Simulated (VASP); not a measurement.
Input of a VASP 6.6.1 run:

File INCAR:

```
SYSTEM = AgHgF3
PREC = Accurate
ENCUT = 520
EDIFF = 1E-7
ISMEAR = -1
SIGMA = 0.03
LREAL = .FALSE.
LASPH = .TRUE.
NELM = 100
ALGO = Normal
ISIF = 2
LWAVE = .FALSE.
LCHARG = .FALSE.
GGA = PS
NBANDS = 30
```

Contents of KPOINTS:

```
regular mesh
0
G
  6 6 6
  0 0 0
```

The input POSCAR:

```
AgHgF3
1.0
    4.4421774979      0.0000000000      0.0000000000
    0.0000000000      4.4421774979      0.0000000000
    0.0000000000      0.0000000000      4.4421774979
Ag Hg F
1 1 3
Direct
    0.0000000000      0.0000000000      0.0000000000
    0.5000000000      0.5000000000      0.5000000000
    0.0000000000      0.5000000000      0.5000000000
    0.5000000000      0.0000000000      0.5000000000
    0.5000000000      0.5000000000      0.0000000000
```

Potentials or basis: VASP PAW PBE potentials, release 64 (Ag, Hg, F).

The run is started by

```sh
$ cat potpaw_PBE.64/Ag/POTCAR potpaw_PBE.64/Hg/POTCAR potpaw_PBE.64/F/POTCAR > POTCAR
$ mpirun -np 1 vasp_std > vasp.out
```

Q: Estimate the band gap on the k mesh.

A: Zero (bands 22 and 23 overlap by 0.72 eV).

Q: Predict the pressure.

A: 0.5 GPa.

Caveat: the PAW data sets were made with another functional, which shifts forces and pressure a little; spin-orbit coupling is left out, which moves the levels of the heavy elements.
